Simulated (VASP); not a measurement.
# Mg3SO3 in VASP: single point with PBE

Aim: the single point of Mg3SO3 with PBE.

All numbers are computed with VASP 6.6.1; they aren't measurements. Logs are shortened: lines on timing, memory, paths and dates and some standing lists are left out, and cuts for length are marked.

## (1) The cell of the first run

The cell holds a slab with vacuum, 7 atoms: a = 3.009 Å, b = 3.009 Å, c = 19.780 Å, α = 90.00°, β = 90.00°, γ = 90.00°.

## (2) Single point, PBE, collinear spin

Contents of INCAR:

```
ALGO = Normal ; DIPOL = 0.5 0.5 0.346
EDIFF = 1E-6 ; ENCUT = 520
GGA = PE ; IDIPOL = 3
ISIF = 2 ; ISMEAR = 0
ISPIN = 2 ; LASPH = True
LCHARG = False ; LDIPOL = True
LORBIT = 11 ; LREAL = False
LWAVE = False ; MAGMOM = 0 0 0 0 0 0 2
NBANDS = 28 ; NELM = 150
PREC = Accurate ; SIGMA = 0.05
```

Contents of KPOINTS:

```
k-points
0
Gamma
  9 9 1
```

Contents of POSCAR:

```
Mg3SO3
1.0
    3.0085896345      0.0000000000      0.0000000000
    0.0000000000      3.0085896345      0.0000000000
    0.0000000000      0.0000000000     19.7799623498
Mg O S
3 3 1
Direct
    0.5000000000      0.5000000000      0.2022248541
    0.0000000000      0.0000000000      0.3100331121
    0.5000000000      0.5000000000      0.4161289127
    0.0000000000      0.0000000000      0.2022248541
    0.5000000000      0.5000000000      0.3095409237
    0.0000000000      0.0000000000      0.4186035445
    0.3750000000      0.5000000000      0.5609235180
```

Potentials or basis: VASP PAW PBE potentials, release 64 (Mg, O, S).

Launch:

```sh
> cat potpaw_PBE.64/Mg/POTCAR potpaw_PBE.64/O/POTCAR potpaw_PBE.64/S/POTCAR > POTCAR
> mpirun -np 1 vasp_std > vasp.out
```

OUTCAR:

```text
EDIFF = 1E-6
   ENCUT = 520
   GGA = PE
   ISIF = 2
   ISMEAR = 0
   ISPIN = 2
   LASPH = True
   LORBIT = 11
   LREAL = False
   NELM = 150
   PREC = Accurate

 ion  position               nearest neighbor table
   1  0.500  0.500  0.202-   5 2.12   4 2.13   4 2.13   4 2.13   4 2.13   2 3.01   2 3.01   2 3.01
                             2 3.01
   2  0.000  0.000  0.310-   5 2.13   5 2.13   5 2.13   5 2.13   4 2.13   6 2.15   3 2.99   3 2.99
                             3 2.99   3 2.99   1 3.01   1 3.01   1 3.01   1 3.01
   3  0.500  0.500  0.416-   5 2.11   6 2.13   6 2.13   6 2.13   6 2.13   7 2.89   2 2.99   2 2.99
                             2 2.99   2 2.99
   4  0.000  0.000  0.202-   1 2.13   1 2.13   1 2.13   1 2.13   2 2.13
   5  0.500  0.500  0.310-   3 2.11   1 2.12   2 2.13   2 2.13   2 2.13   2 2.13
   6  0.000  0.000  0.419-   3 2.13   3 2.13   3 2.13   3 2.13   2 2.15
   7  0.375  0.500  0.561-   3 2.89

  LATTYP: Found a simple tetragonal cell.
 ALAT       =     3.0085896345
 C/A-ratio  =     6.5744966090

  Lattice vectors:

 A1 = (   3.0085896345,   0.0000000000,   0.0000000000)
 A2 = (   0.0000000000,   3.0085896345,   0.0000000000)
 A3 = (   0.0000000000,   0.0000000000,  19.7799623498)

Analysis of symmetry for initial positions (statically):
=====================================================================
 Subroutine PRICEL returns:
 Original cell was already a primitive cell.

 Routine SETGRP: Setting up the symmetry group for a
 simple tetragonal supercell.

 Subroutine GETGRP returns: Found  2 space group operations
 (whereof  2 operations were pure point group operations)
 out of a pool of 16 trial point group operations.

The static configuration has the point symmetry C_1h.

Analysis of symmetry for dynamics (positions and initial velocities):
=====================================================================
 Subroutine PRICEL returns:
 Original cell was already a primitive cell.

 Routine SETGRP: Setting up the symmetry group for a
 simple tetragonal supercell.

 Subroutine GETGRP returns: Found  2 space group operations
 (whereof  2 operations were pure point group operations)
 out of a pool of 16 trial point group operations.

The dynamic configuration has the point symmetry C_1h.

Analysis of structural, dynamic, and magnetic symmetry:
=====================================================================
 Subroutine PRICEL returns:
 Original cell was already a primitive cell.

 Routine SETGRP: Setting up the symmetry group for a
 simple tetragonal supercell.

 Subroutine GETGRP returns: Found  2 space group operations
 (whereof  2 operations were pure point group operations)
 out of a pool of 16 trial point group operations.

The overall configuration has the point symmetry C_1h.

 Subroutine INISYM returns: Found  2 space group operations
 (whereof  2 operations are pure point group operations),
 and found     1 'primitive' translations

----------------------------------------------------------------------------------------

                                     Primitive cell

  volume of cell :     179.0405

  direct lattice vectors                    reciprocal lattice vectors
     3.008589634  0.000000000  0.000000000     0.332381654  0.000000000  0.000000000
     0.000000000  3.008589634  0.000000000     0.000000000  0.332381654  0.000000000
     0.000000000  0.000000000 19.779962350     0.000000000  0.000000000  0.050556214

  length of vectors
     3.008589634  3.008589634 19.779962350     0.332381654  0.332381654  0.050556214

  position of ions in fractional coordinates (direct lattice)
     0.500000000  0.500000000  0.202224854
     0.000000000  0.000000000  0.310033112
     0.500000000  0.500000000  0.416128913
     0.000000000  0.000000000  0.202224854
     0.500000000  0.500000000  0.309540924
     0.000000000  0.000000000  0.418603545
     0.375000000  0.500000000  0.560923518

  ion indices of the primitive-cell ions
   primitive index   ion index
                 1           1
                 2           2
                 3           3
[... 63 lines left out ...]
   NGX,Y,Z   is equivalent  to a cutoff of  13.26, 13.26, 12.61 a.u.
   NGXF,Y,Z  is equivalent  to a cutoff of  26.52, 26.52, 25.21 a.u.
 SYSTEM =  unknown system
   PREC   = accura    normal or accurate (medium, high low for compatibility)
   ISTART =      0    job   : 0-new  1-cont  2-samecut
   ICHARG =      2    charge: 1-file 2-atom 10-const
   ISPIN  =      2    spin polarized calculation?
   LNONCOLLINEAR =      F non collinear calculations
   LSORBIT =      F    spin-orbit coupling
   LASPH  =      T    aspherical Exc in radial PAW
   ENCUT  =  520.0 eV  38.22 Ry    6.18 a.u.   5.59  5.59 36.78*2*pi/ulx,y,z
   NELM   =    150;   NELMIN=  2; NELMDL= -5     # of ELM steps
   EDIFF  = 0.1E-05   stopping-criterion for ELM
   LREAL  =      F    real-space projection
   EDIFFG = 0.1E-04   stopping-criterion for IOM
   NSW    =      0    number of steps for IOM
   IBRION =     -1    ionic relax: 0-MD 1-quasi-New 2-CG
   NFREE  =      0    steps in history (QN), initial steepest desc. (CG)
   ISIF   =      2    stress and relaxation
   ISYM   =      2    0-nonsym 1-usesym 2-fastsym
   POTIM  = 0.5000    time-step for ionic-motion
   TEBEG  =    0.0;   TEEND  =   0.0 temperature during run
   PSTRESS=    0.0 pullay stress
   NELECT =      30.0000    total number of electrons
   NUPDOWN=      -1.0000    fix difference up-down
   EMIN   =  10.00;   EMAX   =-10.00  energy-range for DOS
   EFERMI =   0.00;   METHOD = LEGACY
   ISMEAR =     0;   SIGMA  =   0.05  broadening in eV -4-tet -1-fermi 0-gaus
   EFERMI_NEDOS =   21; number of points for ismear=-14 and -15
   IALGO  =     38    algorithm
   IMIX   =      4    mixing-type and parameters
     AMIX     =   0.40;   BMIX     =  1.00
     AMIX_MAG =   1.60;   BMIX_MAG =  1.00
  volume/ion in A,a.u.               =      25.58       172.60
  Fermi-wavevector in a.u.,A,eV,Ry     =   0.902537  1.705547 11.082928  0.814572
  Thomas-Fermi vector in A             =   2.025752
   LORBIT       =     11    0 simple, 1 ext, 2 COOP (PROOUT), +10 PAW based schemes
   GGA     = PE    functional components
   LHFCALC =     F    Hartree Fock is set to
   AEXX    =    0.0000 exact exchange contribution
   IVDW    =     0    specifies the selected vdW correction
   LEPSILON=     F    determine dielectric tensor
   LRPA    =     F    only Hartree local field effects (RPA)
 spin polarized calculation
 Gauss-broadening in eV      SIGMA  =   0.05
  energy-cutoff  :      520.00
  volume of cell :      179.04
 maximum number of plane-waves:      4849
 NGX is ok and might be reduce to    24
   NGX = 11   NGY = 11   NGZ = 73

 dipolmoment           0.000000      0.000000     -0.014308 electrons x Angstroem

 number of electron      30.0000003 magnetization       0.5245211

 dipolmoment           0.000000      0.000000      0.122044 electrons x Angstroem

 Free energy of the ion-electron system (eV)
  ---------------------------------------------------
  ext. energy  EPLUGINS =         0.00000000
  ---------------------------------------------------
  free energy    TOTEN  =       -37.20615397 eV

  energy without entropy =      -37.20186559  energy(sigma->0) =      -37.20400978

 E-fermi :  -1.6878     XC(G=0):  -5.5244

 val. band max:       -1.7037893300   @ k =   0.0000   0.2222   0.0000
 cond. band min:      -1.6869881442   @ k =   0.2222   0.0000   0.0000
 fundamental gap:      0.0168011858
 Fermi energy:        -1.6877514487

 spin component 1

 k-point     1 :       0.0000    0.0000    0.0000
  band No.  band energies     occupation
      1     -18.7870      1.00000
      2     -17.9947      1.00000
      3     -17.5476      1.00000
      4     -14.0370      1.00000
      5      -5.3403      1.00000
      6      -4.3778      1.00000
[... 709 lines left out ...]
     26       8.8896      0.00000
     27       9.2268      0.00000

 [... further k-points ...]

 spin component 2

 k-point     1 :       0.0000    0.0000    0.0000
  band No.  band energies     occupation
      1     -18.7585      1.00000
      2     -17.9606      1.00000
      3     -17.4304      1.00000
      4     -13.6995      1.00000
      5      -5.2855      1.00000
      6      -4.0980      1.00000
[... 709 lines left out ...]
     26       8.9591      0.00000
     27       9.3264      0.00000

 [... further k-points ...]

 [bands above 27 left out]

------------------------ aborting loop because EDIFF is reached ----------------------------------------

 vacuum level on the upper side and lower side of the slab       (xc-potential included)         1.186        -1.189

  FORCE on cell =-STRESS in cart. coord.  units (eV):
  Direction    XX          YY          ZZ          XY          YZ          ZX
  --------------------------------------------------------------------------------------
  -------------------------------------------------------------------------------------
  Total       -6.6556242     -6.5035692     -0.1287773      0.0000000      0.0000000     -0.0150086
  in kB      -59.5590830    -58.1983907     -1.1523875      0.0000000      0.0000000     -0.1343075
  external PRESSURE =     -39.6366204 kB  Pullay stress =       0.0000000 kB

 VOLUME and BASIS-vectors are now :
 -----------------------------------------------------------------------------
  energy-cutoff  :      520.00
  volume of cell :      179.04
      direct lattice vectors                 reciprocal lattice vectors
     3.008589634  0.000000000  0.000000000     0.332381654  0.000000000  0.000000000
     0.000000000  3.008589634  0.000000000     0.000000000  0.332381654  0.000000000
     0.000000000  0.000000000 19.779962350     0.000000000  0.000000000  0.050556214

 POSITION                                       TOTAL-FORCE (eV/Angst)
 -----------------------------------------------------------------------------------
      1.50429      1.50429      4.00000         0.000843      0.000000      0.453562
      0.00000      0.00000      6.13244         0.006905      0.000000      0.044522
      1.50429      1.50429      8.23101        -0.012325      0.000000      0.784737
      0.00000      0.00000      4.00000         0.001662      0.000000     -0.436649
      1.50429      1.50429      6.12271         0.011589      0.000000     -0.084512
      0.00000      0.00000      8.27996        -0.021003      0.000000     -0.748713
      1.12822      1.50429     11.09505         0.012329      0.000000     -0.012947
 -----------------------------------------------------------------------------------
    total drift:                                0.000198      0.000000     -0.001745

  FREE ENERGIE OF THE ION-ELECTRON SYSTEM (eV)
  ---------------------------------------------------
  free  energy   TOTEN  =       -37.2061539668 eV

  energy  without entropy=      -37.2018655868  energy(sigma->0) =      -37.20400978

 vacuum level on the upper side and lower side of the slab         5.212         2.772

 total charge

# of ion       s       p       d       tot
------------------------------------------
    1        0.141   0.150   0.061   0.352
    2        0.147   0.171   0.073   0.391
    3        0.139   0.154   0.064   0.356
    4        1.543   3.491   0.000   5.034
    5        1.544   3.540   0.000   5.083
    6        1.548   3.475   0.000   5.023
    7        1.409   2.039   0.000   3.449
--------------------------------------------------
tot          6.471  13.019   0.198  19.689

 magnetization (x)

# of ion       s       p       d       tot
------------------------------------------
    1       -0.000   0.000   0.000   0.000
    2       -0.000   0.001   0.001   0.001
    3       -0.001  -0.000   0.000  -0.001
    4       -0.000   0.002   0.000   0.002
    5        0.000   0.016   0.000   0.016
    6        0.002   0.088   0.000   0.090
    7        0.008   0.236   0.000   0.244
--------------------------------------------------
tot          0.009   0.342   0.001   0.352
```

Run time: 5.4 min. Hardware: 1 thread of Intel Xeon Platinum 8488C (Sapphire Rapids), shared host; peak memory 0.45 GiB.

Results:

```
Free energy                                           : -37.2062 eV
Largest force                                         : 0.785 eV/Å
Net moment                                            : 0.52 μB per cell
Site moments                                          : Mg +0.00, -0.00 (each value once); O +0.00, +0.02, +0.09; S +0.24 μB
Valence electrons inside the program's atomic spheres : Mg 0.35, 0.39, 0.36; O 5.03, 5.08, 5.02; S 3.45
```

Forces in eV/Å, atoms in the order of the input:
```
Mg   0.001  0.000  0.454
Mg   0.007  0.000  0.045
Mg  -0.012  0.000  0.785
O    0.002  0.000 -0.437
O    0.012  0.000 -0.085
O   -0.021  0.000 -0.749
S    0.012  0.000 -0.013
```
